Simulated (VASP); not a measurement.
# Ta2N: relaxation of cell and atoms with LDA

Ta2N:

```
CELL_PARAMETERS angstrom
3.11286 0.00000 0.00000
-1.55643 2.69582 0.00000
0.00000 0.00000 4.86984
ATOMIC_POSITIONS crystal
Ta 0.66667 0.33333 0.74529
Ta 0.33333 0.66667 0.25471
N 0.00000 0.00000 0.00000
```

```
Program                : VASP 6.6.1
Task                   : relaxation of cell and atoms
Functional             : LDA
Potentials or basis    : VASP PAW LDA potentials, release 64 (Ta_pv, N)
Cutoff                 : 600 eV
k mesh                 : 9 × 9 × 4
Occupations            : gaussian, width 0.1 eV
Spin                   : no spin polarisation
Dipole correction      : no
Further INCAR settings : ALGO = Normal; EDIFF = 1e-07; IBRION = 2; EDIFFG = -0.05; NSW = 100; ISIF = 3
```

| Property | Result |
| --- | --- |
| Relaxed volume | 13.02 Å³/atom |
| Relaxed cell | a = 3.070 Å, b = 3.070 Å, c = 4.786 Å, α = 90.00°, β = 90.00°, γ = 120.00° |
| Space group after relaxing (to 0.1 Å) | P-3m1 (No. 164) |
| Energy gained by relaxing | 27.8 meV/atom |
| Ionic steps | 6 |
| Pressure after relaxing | 0.3 GPa |
| Largest force after relaxing | 0.018 eV/Å |
| Band gap on the k mesh | zero (an odd number of electrons rules out a gap without spin polarisation) |

Forces on the atoms (eV/Å):
```
Ta   0.000  0.000  0.018
Ta   0.000  0.000 -0.018
N    0.000  0.000  0.000
```

Stress tensor (GPa, compression positive):
```
 0.42  0.00  0.00
 0.00  0.42  0.00
 0.00  0.00 -0.06
```

Step by step:
```tsv
step	energy change (eV)	largest force (eV/Å)	pressure (GPa)	volume (Å³)
1	0.0000	0.5603	-13.24	40.87
2	0.6001	1.5955	52.36	34.56
3	-0.0822	0.1533	-0.53	39.12
4	-0.0824	0.1325	0.08	39.05
5	-0.0824	0.1223	0.36	39.01
6	-0.0834	0.0178	0.26	39.07
```

Final structure:
```
CELL_PARAMETERS angstrom
3.07030 0.00000 0.00000
-1.53515 2.65896 0.00000
0.00000 0.00000 4.78561
ATOMIC_POSITIONS crystal
Ta 0.66667 0.33333 0.74774
Ta 0.33333 0.66667 0.25226
N 0.00000 0.00000 0.00000
```

Levels at points of the mesh, in eV from the Fermi level:
| k point | band 11 | band 12 | band 13 | band 14 | band 15 | band 16 | band 17 |
| --- | --- | --- | --- | --- | --- | --- | --- |
| (0.00, 0.00, 0.00) | -4.70 | -0.65 | -0.26 | -0.26 | 0.26 | 0.26 | 0.43 |
| (0.00, 0.00, 0.50) | -2.77 | -2.57 | -1.20 | -1.20 | 1.94 | 2.27 | 2.38 |

It took 68 s on 1 thread of AMD EPYC 9R45 96-Core Processor (Zen 5) (shared host), peak memory 0.15 GiB.

Caveat: spin-orbit coupling is left out, which moves the levels of the heavy elements.
